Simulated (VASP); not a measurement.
## CrO2: single point with PBE

CrO2:

```
Cr O
1.0
     4.44805    0.00000    0.00000
     0.00000    4.52924    0.00000
     0.00000    0.00000    2.98596
Cr O
2 4
Direct
  0.50000 0.50000 0.50000
  0.00000 0.00000 0.00000
  0.79297 0.18982 0.50000
  0.20703 0.81018 0.50000
  0.70703 0.68982 0.00000
  0.29297 0.31018 0.00000
```

```json
{
 "Program": "VASP 6.6.1",
 "Task": "single point",
 "Functional": "PBE",
 "Potentials or basis": "VASP PAW PBE potentials, release 64 (Cr_pv, O)",
 "Cutoff": "520 eV",
 "k mesh": "8 × 8 × 12",
 "Occupations": "gaussian, width 0.1 eV",
 "Spin": "no spin polarisation",
 "Dipole correction": "no",
 "Further INCAR settings": "ALGO = Normal; EDIFF = 1e-07; NBANDS = 33"
}
```

| Quantity | Value |
| --- | --- |
| Pressure | -15.8 GPa |
| Largest force | 0.154 eV/Å |
| Band gap on the k mesh | zero (bands 24 and 25 overlap by 0.55 eV) |

Forces in eV/Å, atoms in the order of the input:
```
Cr   0.000  0.000  0.000
Cr   0.000  0.000  0.000
O   -0.027  0.151  0.000
O    0.027 -0.151  0.000
O    0.027  0.151  0.000
O   -0.027 -0.151  0.000
```

Stress tensor (GPa, compression positive):
```
 -8.37   0.00   0.00
  0.00  -8.88   0.00
  0.00   0.00 -30.08
```

Levels at points of the mesh, in eV from the Fermi level:
```csv
k point,band 22,band 23,band 24,band 25,band 26,band 27
"(0.00, 0.00, 0.00)",-1.14,-0.65,-0.45,-0.38,-0.37,-0.35
"(0.50, 0.00, 0.00)",-1.82,-0.09,-0.09,0.25,0.25,0.80
"(0.00, 0.50, 0.00)",-1.89,-0.09,-0.09,0.26,0.26,0.79
"(0.50, 0.50, 0.00)",-2.39,-0.65,-0.65,-0.35,-0.35,1.17
"(0.00, 0.00, 0.50)",-2.76,0.08,0.08,0.48,0.48,1.06
"(0.50, 0.00, 0.50)",-2.06,-0.59,-0.59,0.09,0.09,1.15
"(0.00, 0.50, 0.50)",-2.24,-0.64,-0.64,0.09,0.09,1.28
"(0.50, 0.50, 0.50)",-1.86,0.11,0.11,0.20,0.20,0.51
```

Wall time 2.3 min on 1 thread of Intel(R) Xeon(R) 6975P-C (Granite Rapids), on a shared host, peak memory 0.37 GiB.

Caveat: the stress differs along the axes, from -30 to -8 GPa; the run has no spin polarisation, though such a crystal can be magnetic; semilocal functionals often make such compounds metallic where correlation or magnetic order opens a gap, which also shifts bond lengths. Spin polarisation is off, so any magnetic state and its effect on volume and gap are missing.
